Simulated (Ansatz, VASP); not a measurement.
# Two plane-wave programs on Cd

```
CELL_PARAMETERS angstrom
2.95090 0.00000 0.00000
-1.47545 2.55555 0.00000
0.00000 0.00000 5.88385
ATOMIC_POSITIONS crystal
Cd 0.33333 0.66667 0.25000
Cd 0.66667 0.33333 0.75000
```

Alike in both runs: task single point; functional r2SCAN; k mesh 20 × 20 × 9; occupations fermi-dirac, width 0.1 eV; no spin polarisation.

|  | VASP | Ansatz |
| --- | --- | --- |
| version | VASP 6.6.1 | Ansatz 0.2.0 |
| potentials or method | VASP PAW PBE potentials, release 64 (Cd), cutoff 520 eV | plane waves (500 eV) with PAW, scalar-relativistic |
| valence electrons in the cell | 24 | 40 |

Ansatz gave:

| Property | Result |
| --- | --- |
| pressure (GPa) | 0.1 |
| traceless stress, the component that is largest in VASP (GPa) | 0.02 |

What did VASP give for the same quantities?

Pressure (GPa): 0.4; traceless stress, the component that is largest in VASP (GPa): -0.15.

VASP's potentials were made for PBE, not for r2SCAN. VASP's potentials hold 24 valence electrons a cell and Ansatz's 40, so a difference there can come from the potentials and not from the codes.
